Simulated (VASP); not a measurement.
# NaSrTiBiO6 (F-43m) in VASP: single point with LDA

Aim: the single point of NaSrTiBiO6 with LDA.

All numbers are computed with VASP 6.6.1; they aren't measurements. Logs are shortened: lines on timing, memory, paths and dates and some standing lists are left out, and cuts for length are marked.

## 1. The cell of the first run

Symmetry: F-43m, No. 216, cubic system. Conventional cell: a = 8.125 Å, b = 8.125 Å, c = 8.125 Å, α = 90.00°, β = 90.00°, γ = 90.00°. Na (site symmetry -43m) has 12 O at 2.87 Å and 4 Ti at 3.52 Å and 4 Bi at 3.52 Å within 3.8 Å. Sr (site symmetry -43m) has 12 O at 2.87 Å and 4 Ti at 3.52 Å and 4 Bi at 3.52 Å within 3.8 Å. Ti (site symmetry -43m) has 6 O at 1.96 Å within 2.6 Å. Bi (site symmetry -43m) has 6 O at 2.10 Å within 2.8 Å. O (site symmetry 2mm) has 1 Ti at 1.96 Å and 1 Bi at 2.10 Å within 2.6 Å.

## 2. Single point, LDA

Contents of INCAR:

```
PREC = Accurate
ENCUT = 520
EDIFF = 1E-6
ISMEAR = 0
SIGMA = 0.01
LREAL = F
LASPH = T
NELM = 60
ALGO = Normal
ISIF = 2
LWAVE = F
LCHARG = F
NBANDS = 51
```

Contents of KPOINTS:

```
Automatic mesh
0
Gamma
  4 4 4
```

Contents of POSCAR:

```
NaSrTiBiO6
1.0
    0.0000000000      4.0627090000      4.0627090000
    4.0627090000      0.0000000000      4.0627090000
    4.0627090000      4.0627090000      0.0000000000
Na Sr Ti Bi O
1 1 1 1 6
Direct
    0.2500000000      0.2500000000      0.2500000000
    0.7500000000      0.7500000000      0.7500000000
    0.5000000000      0.5000000000      0.5000000000
    0.0000000000      0.0000000000      0.0000000000
    0.7413390000      0.2586610000      0.2586610000
    0.2586610000      0.7413390000      0.7413390000
    0.7413390000      0.7413390000      0.2586610000
    0.2586610000      0.2586610000      0.7413390000
    0.2586610000      0.7413390000      0.2586610000
    0.7413390000      0.2586610000      0.7413390000
```

Potentials or basis: VASP PAW LDA potentials, release 64 (Na_pv, Sr_sv, Ti_sv, Bi_d, O).

On the command line:

```
> cat potpaw_LDA.64/Na_pv/POTCAR potpaw_LDA.64/Sr_sv/POTCAR potpaw_LDA.64/Ti_sv/POTCAR potpaw_LDA.64/Bi_d/POTCAR potpaw_LDA.64/O/POTCAR > POTCAR
> mpirun -np 1 vasp_std > vasp.out
```

OUTCAR:

```text
PREC = Accurate
   ENCUT = 520
   EDIFF = 1E-6
   ISMEAR = 0
   LREAL = F
   LASPH = T
   NELM = 60
   ISIF = 2

 ion  position               nearest neighbor table
   1  0.250  0.250  0.250-
   2  0.750  0.750  0.750-   6 2.87  10 2.87   7 2.87   5 2.87   8 2.87   8 2.87   5 2.87   9 2.87
                             9 2.87   6 2.87   7 2.87  10 2.87   3 3.52   4 3.52   3 3.52   3 3.52
   3  0.500  0.500  0.500-   6 1.96   7 1.96  10 1.96   8 1.96   9 1.96   5 1.96   2 3.52   2 3.52
                             2 3.52   2 3.52
   4  0.000  0.000  0.000-   5 2.10   8 2.10   9 2.10   6 2.10   7 2.10  10 2.10   2 3.52   2 3.52
                             2 3.52   2 3.52
   5  0.741  0.259  0.259-   3 1.96   4 2.10   2 2.87   2 2.87
   6  0.259  0.741  0.741-   3 1.96   4 2.10   2 2.87   2 2.87
   7  0.741  0.741  0.259-   3 1.96   4 2.10   2 2.87   2 2.87
   8  0.259  0.259  0.741-   3 1.96   4 2.10   2 2.87   2 2.87
   9  0.259  0.741  0.259-   3 1.96   4 2.10   2 2.87   2 2.87
  10  0.741  0.259  0.741-   3 1.96   4 2.10   2 2.87   2 2.87

  LATTYP: Found a face centered cubic cell.
 ALAT       =     8.1254180000

  Lattice vectors:

 A1 = (   0.0000000000,   4.0627090000,   4.0627090000)
 A2 = (   4.0627090000,   0.0000000000,   4.0627090000)
 A3 = (   4.0627090000,   4.0627090000,   0.0000000000)

Analysis of symmetry for initial positions (statically):
=====================================================================
 Subroutine PRICEL returns:
 Original cell was already a primitive cell.

 Routine SETGRP: Setting up the symmetry group for a
 face centered cubic supercell.

 Subroutine GETGRP returns: Found 24 space group operations
 (whereof 24 operations were pure point group operations)
 out of a pool of 48 trial point group operations.

The static configuration has the point symmetry T_d .

Analysis of symmetry for dynamics (positions and initial velocities):
=====================================================================
 Subroutine PRICEL returns:
 Original cell was already a primitive cell.

 Routine SETGRP: Setting up the symmetry group for a
 face centered cubic supercell.

 Subroutine GETGRP returns: Found 24 space group operations
 (whereof 24 operations were pure point group operations)
 out of a pool of 48 trial point group operations.

The dynamic configuration has the point symmetry T_d .

 Subroutine INISYM returns: Found 24 space group operations
 (whereof 24 operations are pure point group operations),
 and found     1 'primitive' translations
[... 95 lines left out ...]
   LREAL  =      F    real-space projection
[... 7 lines left out ...]
   TEBEG  =    0.0;   TEEND  =   0.0 temperature during run
   PSTRESS=    0.0 pullay stress
   NELECT =      80.0000    total number of electrons
   NUPDOWN=      -1.0000    fix difference up-down
   EMIN   =  10.00;   EMAX   =-10.00  energy-range for DOS
   EFERMI =   0.00;   METHOD = LEGACY
   ISMEAR =     0;   SIGMA  =   0.01  broadening in eV -4-tet -1-fermi 0-gaus
   EFERMI_NEDOS =   21; number of points for ismear=-14 and -15
   IALGO  =     38    algorithm
   IMIX   =      4    mixing-type and parameters
     AMIX     =   0.40;   BMIX     =  1.00
     AMIX_MAG =   1.60;   BMIX_MAG =  1.00
  volume/ion in A,a.u.               =      13.41        90.51
  Fermi-wavevector in a.u.,A,eV,Ry     =   1.378095  2.604222 25.839442  1.899145
  Thomas-Fermi vector in A             =   2.503188
   LORBIT       =      0    0 simple, 1 ext, 2 COOP (PROOUT), +10 PAW based schemes
   GGA     = CA    functional components
   LHFCALC =     F    Hartree Fock is set to
   AEXX    =    0.0000 exact exchange contribution
   IVDW    =     0    specifies the selected vdW correction
   LEPSILON=     F    determine dielectric tensor
   LRPA    =     F    only Hartree local field effects (RPA)
 non-spin polarized calculation
 Gauss-broadening in eV      SIGMA  =   0.01
  energy-cutoff  :      520.00
  volume of cell :      134.11
 maximum number of plane-waves:      3695
 NGX is ok and might be reduce to    48
   NGX = 21   NGY = 21   NGZ = 21

 number of electron      80.0000003 magnetization

 Free energy of the ion-electron system (eV)
  ---------------------------------------------------
  ext. energy  EPLUGINS =         0.00000000
  ---------------------------------------------------
  free energy    TOTEN  =       -72.03026481 eV

  energy without entropy =      -72.03026481  energy(sigma->0) =      -72.03026481

 E-fermi :   3.2229     XC(G=0): -10.9718

 val. band max:        3.1672852429   @ k =   0.0000   0.0000   0.0000
 cond. band min:       3.7798723600   @ k =   0.5000   0.5000   0.0000
 fundamental gap:      0.6125871171
 Fermi energy:         3.2228833132

 k-point     1 :       0.0000    0.0000    0.0000
  band No.  band energies     occupation
      1     -52.8778      2.00000
      2     -29.7716      2.00000
      3     -29.5296      2.00000
      4     -29.5296      2.00000
      5     -29.5296      2.00000
      6     -19.2806      2.00000
[... 421 lines left out ...]
     50      10.9153      0.00000
     51      11.1763      0.00000

------------------------ aborting loop because EDIFF is reached ----------------------------------------

  FORCE on cell =-STRESS in cart. coord.  units (eV):
  Direction    XX          YY          ZZ          XY          YZ          ZX
  --------------------------------------------------------------------------------------
  -------------------------------------------------------------------------------------
  Total       -8.1245361     -8.1245361     -8.1245361     -0.0000000     -0.0000000      0.0000000
  in kB      -97.0581502    -97.0581502    -97.0581502     -0.0000000     -0.0000000      0.0000000
  external PRESSURE =     -97.0581502 kB  Pullay stress =       0.0000000 kB

 VOLUME and BASIS-vectors are now :
 -----------------------------------------------------------------------------
  energy-cutoff  :      520.00
  volume of cell :      134.11
      direct lattice vectors                 reciprocal lattice vectors
     0.000000000  4.062709000  4.062709000    -0.123070592  0.123070592  0.123070592
     4.062709000  0.000000000  4.062709000     0.123070592 -0.123070592  0.123070592
     4.062709000  4.062709000  0.000000000     0.123070592  0.123070592 -0.123070592

 POSITION                                       TOTAL-FORCE (eV/Angst)
 -----------------------------------------------------------------------------------
      2.03135      2.03135      2.03135         0.000000      0.000000      0.000000
      6.09406      6.09406      6.09406         0.000000      0.000000      0.000000
      4.06271      4.06271      4.06271         0.000000      0.000000      0.000000
      0.00000      0.00000      0.00000         0.000000      0.000000      0.000000
      2.10173      4.06271      4.06271        -0.080053      0.000000     -0.000000
      6.02369      4.06271      4.06271         0.080053      0.000000     -0.000000
      4.06271      4.06271      6.02369         0.000000      0.000000      0.080053
      4.06271      4.06271      2.10173         0.000000      0.000000     -0.080053
      4.06271      2.10173      4.06271         0.000000     -0.080053     -0.000000
      4.06271      6.02369      4.06271         0.000000      0.080053     -0.000000
 -----------------------------------------------------------------------------------
    total drift:                                0.000000      0.000000     -0.000000

  FREE ENERGIE OF THE ION-ELECTRON SYSTEM (eV)
  ---------------------------------------------------
  free  energy   TOTEN  =       -72.0302648144 eV

  energy  without entropy=      -72.0302648144  energy(sigma->0) =      -72.03026481
```

Wall time 3 min (1 thread of AMD EPYC 7R13, shared host); peak memory 0.27 GiB.

Results:

| Item | Value |
| --- | --- |
| Free energy | -72.0303 eV |
| Pressure | -9.7 GPa |
| Largest force | 0.080 eV/Å |
| Band gap on the k mesh | 0.61 eV (least direct gap 0.65 eV) |

Forces in eV/Å, atoms in the order of the input:
```
Na   0.000  0.000  0.000
Sr   0.000  0.000  0.000
Ti   0.000  0.000  0.000
Bi   0.000  0.000  0.000
O   -0.080  0.000  0.000
O    0.080  0.000  0.000
O    0.000  0.000  0.080
O    0.000  0.000 -0.080
O    0.000 -0.080  0.000
O    0.000  0.080  0.000
```

Caveat: the cell stands under tension; spin-orbit coupling is left out, which moves the levels of the heavy elements. A k mesh can miss the band edges.
